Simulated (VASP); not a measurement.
Runs of VASP 6.6.1 on Al4Cu. The structure is that of space group P6_3/mmc (No. 194), or close to it. The cells are those of the table. 

| task | cell | k mesh | cutoff (eV) | gap on the mesh (eV) | pressure (GPa) | largest force (eV/Å) |
| --- | --- | --- | --- | --- | --- | --- |
| single point | a = 2.865, b = 2.865, c = 21.949 Å, angles 90.0, 90.0, 120.0°, 10 atoms | 6 × 6 × 1 | 520 | none | (a) | 0.04 |
| single point | a = 2.836, b = 2.836, c = 22.232 Å, angles 90.0, 90.0, 120.0°, 10 atoms | 18 × 18 × 2 | 520 | none | 0.0 | 0.02 |
| relaxation of cell and atoms | relaxed from a = 2.797, b = 2.797, c = 22.215 Å, angles 90.0, 90.0, 120.0°, 10 atoms | 6 × 6 × 1 | 600 | none | -0.1 | 0.02 |
| single point | a = 2.797, b = 2.797, c = 22.215 Å, angles 90.0, 90.0, 120.0°, 10 atoms | 6 × 6 × 1 | 520 | none | 3.4 | (b) |

Alike in all rows: level PBE; potentials or basis VASP PAW PBE potentials, release 64 (Al, Cu); no spin polarisation; smearing gaussian 0.1 eV.

Estimate the missing entries.

(a) 0.2; (b) 1.12.

Caveats: some runs use coarse meshes; forces of over 1 eV/Å act on the atoms, so gaps and moduli don't describe the material at rest (some runs).

A gap of «none» marks levels without a gap at the run's occupations.
